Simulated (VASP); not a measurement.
Write the native input for VASP 6.6.1 that does the following.

```yaml
Task: single point
Functional: PBEsol
Potentials_or_basis: VASP PAW PBE potentials, release 64 (Cu)
Cutoff: 520 eV
k_mesh: 24 × 24 × 12
Occupations: gaussian, width 0.1 eV
Spin: no spin polarisation
Dipole_correction: no
Further_INCAR_settings: ALGO = Fast; EDIFF = 1e-06; NBANDS = 18
```

The structure of Cu lies in POSCAR:

```
Cu
1.0
    2.5710028457      0.0000000000      0.0000000000
   -1.2855014229      2.2265537776      0.0000000000
    0.0000000000      0.0000000000      4.0671249883
Cu
2
Direct
    0.3333333333      0.6666666667      0.2500000000
    0.6666666667      0.3333333333      0.7500000000
```

This isn't the form of Cu at room conditions, which is fcc.

This cell differs from its parent crystal: biaxial strain in the a-b plane: +2.0 %.

One way to write it, as run:

INCAR

```
PREC = Accurate
ENCUT = 520
EDIFF = 1E-6
ISMEAR = 0
SIGMA = 0.1
LREAL = False
LASPH = True
NELM = 100
ALGO = Fast
ISIF = 2
LWAVE = False
LCHARG = True
GGA = PS
LELF = True
LVHAR = True
NBANDS = 18
```

KPOINTS

```
Automatic mesh
0
Gamma
  24 24 12
```

Potentials or basis: VASP PAW PBE potentials, release 64 (Cu).

Run with:

```console
$ cat potpaw_PBE.64/Cu/POTCAR > POTCAR
$ mpirun -np 1 vasp_std > vasp.out
```

It gave:

```yaml
Pressure: -3.7 GPa
Band_gap_on_the_k_mesh: zero (bands 11 and 12 overlap by 5.85 eV)
```

Caveat: the cell differs from its parent crystal (biaxial strain in the a-b plane: +2.0 %); the cell stands under tension; the PAW data sets were made with another functional, which shifts forces and pressure a little.

Run time: 4.2 min on 1 thread of Intel Xeon 8259CL, on a shared host, peak memory 0.25 GiB.
